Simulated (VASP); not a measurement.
# CdSe (Fm-3m) in VASP: notebook, part 2 of 2

VASP 6.6.1. The steps go on from the part before.

### 5 Single point, PBEsol, non-collinear spin, zero start, spin-orbit coupling

The input, INCAR:

```
ALGO     = Normal         # electronic algorithm
EDIFF    = 1E-6           # SCF threshold, eV
ENCUT    = 520            # plane-wave cutoff, eV
GGA      = PS             # functional
GGA_COMPAT= F            
ISIF     = 2              # what is computed and relaxed
ISMEAR   = -1             # smearing method
LASPH    = T              # aspherical terms in the spheres
LCHARG   = F              # write CHGCAR
LORBIT   = 11             # projections on sites
LORBMOM  = T            
LREAL    = F              # projectors in reciprocal space
LSORBIT  = T              # spin-orbit coupling
LWAVE    = F              # write WAVECAR
MAGMOM   = 0 0 0 0 0 0    # initial moments
NBANDS   = 30             # bands
NELM     = 150            # most SCF steps
PREC     = Accurate       # precision mode
SIGMA    = 0.05           # smearing width, eV
```

The input, KPOINTS:

```
k-points
0
Gamma
  6 6 6
```

The input, POSCAR:

```
CdSe
1.0
    0.0000000000      2.8739580000      2.8739580000
    2.8739580000      0.0000000000      2.8739580000
    2.8739580000      2.8739580000      0.0000000000
Cd Se
1 1
Direct
    0.0000000000      0.0000000000      0.0000000000
    0.5000000000      0.5000000000      0.5000000000
```

Potentials or basis: VASP PAW PBE potentials, release 64 (Cd, Se).

The run is started by

```sh
cat potpaw_PBE.64/Cd/POTCAR potpaw_PBE.64/Se/POTCAR > POTCAR
mpirun -np 1 vasp_ncl > vasp.out
```

OUTCAR:

```text
EDIFF = 1E-6
   ENCUT = 520
   GGA = PS
   ISIF = 2
   ISMEAR = -1
   LASPH = T
   LORBIT = 11
   LREAL = F
   LSORBIT = T
   NELM = 150
   PREC = Accurate

 ion  position               nearest neighbor table
   1  0.000  0.000  0.000-   2 2.87   2 2.87   2 2.87   2 2.87   2 2.87   2 2.87
   2  0.500  0.500  0.500-   1 2.87   1 2.87   1 2.87   1 2.87   1 2.87   1 2.87

  LATTYP: Found a face centered cubic cell.
 ALAT       =     5.7479160000

  Lattice vectors:

 A1 = (   0.0000000000,   2.8739580000,   2.8739580000)
 A2 = (   2.8739580000,   0.0000000000,   2.8739580000)
 A3 = (   2.8739580000,   2.8739580000,   0.0000000000)

Analysis of symmetry for initial positions (statically):
=====================================================================
 Subroutine PRICEL returns:
 Original cell was already a primitive cell.

 Routine SETGRP: Setting up the symmetry group for a
 face centered cubic supercell.

 Subroutine GETGRP returns: Found 48 space group operations
 (whereof 48 operations were pure point group operations)
 out of a pool of 48 trial point group operations.

The static configuration has the point symmetry O_h .

Analysis of symmetry for dynamics (positions and initial velocities):
=====================================================================
 Subroutine PRICEL returns:
 Original cell was already a primitive cell.

 Routine SETGRP: Setting up the symmetry group for a
 face centered cubic supercell.

 Subroutine GETGRP returns: Found 48 space group operations
 (whereof 48 operations were pure point group operations)
 out of a pool of 48 trial point group operations.

The dynamic configuration has the point symmetry O_h .

Analysis of structural, dynamic, and magnetic symmetry:
=====================================================================
 Subroutine PRICEL returns:
 Original cell was already a primitive cell.

 Routine SETGRP: Setting up the symmetry group for a
[... 723 lines left out ...]
 # of ion     p       d       tot
 ----------------------------------------
  1         0.000   0.000   0.000
  2         0.000  -0.000  -0.000
 ----------------------------------------
            0.000   0.000   0.000

 orbital moment (z)

 # of ion     p       d       tot
 ----------------------------------------
  1         0.000   0.000   0.000
  2         0.000  -0.000  -0.000
 ----------------------------------------
            0.000  -0.000   0.000

 Spin-Orbit-Coupling matrix elements

 Ion:    1  E_soc:     -0.0535454
 l=   1
     0.0000000    -0.0021033    -0.0021033
    -0.0021033     0.0000000    -0.0021033
    -0.0021033    -0.0021033     0.0000000
 l=   2
     0.0000000    -0.0013874     0.0000000    -0.0013874    -0.0054335
    -0.0013874     0.0000000    -0.0040751    -0.0013874    -0.0013584
     0.0000000    -0.0040751     0.0000000    -0.0040751     0.0000000
    -0.0013874    -0.0013874    -0.0040751     0.0000000    -0.0013584
    -0.0054335    -0.0013584     0.0000000    -0.0013584     0.0000000
 l=   3
     0.0000000     0.0000000     0.0000000     0.0000000     0.0000000     0.0000000     0.0000000
     0.0000000     0.0000000     0.0000000     0.0000000     0.0000000     0.0000000     0.0000000
     0.0000000     0.0000000     0.0000000     0.0000000     0.0000000     0.0000000     0.0000000
     0.0000000     0.0000000     0.0000000     0.0000000     0.0000000     0.0000000     0.0000000
     0.0000000     0.0000000     0.0000000     0.0000000     0.0000000     0.0000000     0.0000000
     0.0000000     0.0000000     0.0000000     0.0000000     0.0000000     0.0000000     0.0000000
     0.0000000     0.0000000     0.0000000     0.0000000     0.0000000     0.0000000     0.0000000

 Ion:    2  E_soc:     -0.0447969
 l=   1
     0.0000000    -0.0074610    -0.0074610
    -0.0074610     0.0000000    -0.0074610
    -0.0074610    -0.0074610     0.0000000
 l=   2
     0.0000000    -0.0000004     0.0000000    -0.0000004    -0.0000047
    -0.0000004     0.0000000    -0.0000036    -0.0000004    -0.0000012
     0.0000000    -0.0000036     0.0000000    -0.0000036     0.0000000
    -0.0000004    -0.0000004    -0.0000036     0.0000000    -0.0000012
    -0.0000047    -0.0000012     0.0000000    -0.0000012     0.0000000
 l=   3
     0.0000000     0.0000000     0.0000000     0.0000000     0.0000000     0.0000000     0.0000000
     0.0000000     0.0000000     0.0000000     0.0000000     0.0000000     0.0000000     0.0000000
     0.0000000     0.0000000     0.0000000     0.0000000     0.0000000     0.0000000     0.0000000
     0.0000000     0.0000000     0.0000000     0.0000000     0.0000000     0.0000000     0.0000000
     0.0000000     0.0000000     0.0000000     0.0000000     0.0000000     0.0000000     0.0000000
     0.0000000     0.0000000     0.0000000     0.0000000     0.0000000     0.0000000     0.0000000
     0.0000000     0.0000000     0.0000000     0.0000000     0.0000000     0.0000000     0.0000000

 total charge

# of ion       s       p       d       tot
------------------------------------------
    1        0.409   0.232   9.561  10.203
    2        1.466   2.318   0.018   3.802
--------------------------------------------------
tot          1.875   2.550   9.579  14.004

 magnetization (x)

# of ion       s       p       d       tot
------------------------------------------
    1        0.000  -0.000   0.000  -0.000
    2       -0.000   0.000   0.000  -0.000
--------------------------------------------------
tot          0.000  -0.000   0.000  -0.000

 magnetization (y)

# of ion       s       p       d       tot
------------------------------------------
    1        0.000   0.000   0.000   0.000
    2       -0.000   0.000   0.000   0.000
--------------------------------------------------
tot          0.000   0.000   0.000   0.000

 magnetization (z)

# of ion       s       p       d       tot
------------------------------------------
    1        0.000   0.000   0.000   0.000
    2        0.000   0.000   0.000   0.000
--------------------------------------------------
tot          0.000   0.000   0.000   0.000
```

OSZICAR:

```text
N       E                     dE             d eps       ncg     rms          rms(c)
DAV:   1     0.120953542213E+03    0.12095E+03   -0.86815E+03   984   0.111E+03
DAV:   2    -0.338641777794E+00   -0.12129E+03   -0.11513E+03  1064   0.283E+02
DAV:   3    -0.639423039142E+01   -0.60556E+01   -0.60072E+01  1130   0.642E+01
DAV:   4    -0.642845335479E+01   -0.34223E-01   -0.34210E-01  1080   0.457E+00
DAV:   5    -0.642858536069E+01   -0.13201E-03   -0.13200E-03  1130   0.266E-01    0.517E+00
DAV:   6    -0.602972502033E+01    0.39886E+00   -0.60071E-01  1140   0.107E+01    0.446E+00
DAV:   7    -0.601111453416E+01    0.18610E-01   -0.15201E-01  1076   0.281E+00    0.222E+00
DAV:   8    -0.600867710994E+01    0.24374E-02   -0.12333E-02  1082   0.139E+00    0.441E-01
DAV:   9    -0.600838160336E+01    0.29551E-03   -0.50420E-04  1114   0.298E-01    0.159E-01
DAV:  10    -0.600837146847E+01    0.10135E-04   -0.28463E-04  1076   0.176E-01    0.326E-02
DAV:  11    -0.600837654074E+01   -0.50723E-05   -0.61414E-05  1094   0.111E-01    0.243E-02
DAV:  12    -0.600837716281E+01   -0.62207E-06   -0.59530E-06  1068   0.252E-02
   1 F= -.60083772E+01 E0= -.60059796E+01  d E =-.479516E-02  mag=    -0.0000    -0.0000    -0.0000
```

stdout:

```text
POSCAR found type information on POSCAR CdSe
 POSCAR found :  2 types and       2 ions
 scaLAPACK will be used
 -----------------------------------------------------------------------------
|                                                                             |
|                                                                             |
|     You enforced a specific xc type in the INCAR file but a different       |
|     I HOPE YOU KNOW WHAT YOU ARE DOING!                                     |
|                                                                             |
 -----------------------------------------------------------------------------

 LDA part: xc-table for (Slater+PW92), standard interpolation
 POSCAR, INCAR and KPOINTS ok, starting setup
 FFT: planning ... GRIDC
 FFT: planning ... GRID_SOFT
 FFT: planning ... GRID
 WAVECAR not read
 entering main loop
```

Run time: 68 s. Hardware: 1 thread of AMD EPYC 7R13, shared host; peak memory 0.25 GiB.

What came out:

```
Free energy                                           : -6.0084 eV
Pressure                                              : -3.4 GPa
Net moment                                            : 0.00 μB per cell
Valence electrons inside the program's atomic spheres : Cd 10.20; Se 3.80
```

Moments on the atoms (μB; x, y, z):
```
Cd  0.00 0.00 0.00
Se  0.00 0.00 0.00
```

Caveat: the cell stands under tension; the PAW data sets were made with another functional, which shifts forces and pressure a little.

### 6 Single point, PBE+D3(BJ)

The input, INCAR:

```
PREC = Accurate
ENCUT = 520
EDIFF = 1E-6
ISMEAR = 1
SIGMA = 0.01
LREAL = F
LASPH = T
NELM = 80
ALGO = Normal
ISIF = 2
LWAVE = F
LCHARG = F
GGA = PE
IVDW = 12
NBANDS = 16
```

The input, KPOINTS:

```
Automatic mesh
0
Gamma
  8 8 8
```

POSCAR is that of step 5.

Potentials or basis: VASP PAW PBE potentials, release 64 (Cd, Se).

The run is started by

```sh
cat potpaw_PBE.64/Cd/POTCAR potpaw_PBE.64/Se/POTCAR > POTCAR
mpirun -np 1 vasp_std > vasp.out
```

It took 28 s on 1 thread of Intel Xeon 8259CL, shared host; peak memory 0.19 GiB.

It converged, with:

| Quantity | Value |
| --- | --- |
| Free energy | -5.9792 eV |
| Pressure | -2.7 GPa |
| Band gap on the k mesh | zero (bands 9 and 10 overlap by 0.44 eV) |
| Dispersion energy per atom | -0.388 eV |

Levels at points of the mesh, in eV from the Fermi level:
```
           k point  band 6  band 7  band 8  band 9  band 10  band 11  band 12  band 13
(0.00, 0.00, 0.00)   -7.90   -0.59   -0.59   -0.59     0.09     8.65     8.65     8.65
(0.50, 0.00, 0.00)   -7.76   -4.92   -0.04   -0.04     3.03     5.28     5.28     5.92
(0.50, 0.50, 0.00)   -7.24   -4.06   -2.03   -2.03    -0.44     5.48     9.72    10.30
```

Caveat: three body term missing; semilocal functionals underestimate gaps, so a narrow gap can read as zero.

### 7 Summary

| task | level | potentials or basis | spin | cell | k mesh | cutoff (eV) | smearing | gap on the mesh (eV) | pressure (GPa) | moment (μB) |
| --- | --- | --- | --- | --- | --- | --- | --- | --- | --- | --- |
| relaxation of cell and atoms | RPBE | VASP PAW PBE potentials, release 64 (Cd, Se) | off | relaxed | 8 × 8 × 8 | 600 | fermi-dirac 0.05 eV | none | 0.0 | - |
| single point | PBE | VASP PAW PBE potentials, release 64 (Cd, Se) | non-collinear, zero start, SOC | as given | 6 × 6 × 6 | 520 | fermi-dirac 0.05 eV | - | 0.1 | 0.00 |
| single point | LDA | VASP PAW LDA potentials, release 64 (Cd, Se) | non-collinear, zero start, SOC | as given | 6 × 6 × 6 | 520 | fermi-dirac 0.05 eV | - | -5.5 | 0.00 |
| single point | PBEsol | VASP PAW PBE potentials, release 64 (Cd, Se) | non-collinear, zero start, SOC | as given | 6 × 6 × 6 | 520 | fermi-dirac 0.05 eV | - | -3.4 | 0.00 |
| single point | PBE+D3(BJ) | VASP PAW PBE potentials, release 64 (Cd, Se) | off | as given | 8 × 8 × 8 | 520 | methfessel-paxton 0.01 eV | none | -2.7 | - |

Caveats: semilocal functionals underestimate gaps, so a narrow gap can read as zero (at least some runs); the PAW data sets were made with another functional, which shifts forces and pressure a little (at least some runs); the cell stands under tension (at least some runs); three body term missing (at least some runs).

Absolute energies hang on the potentials; compare differences alone.
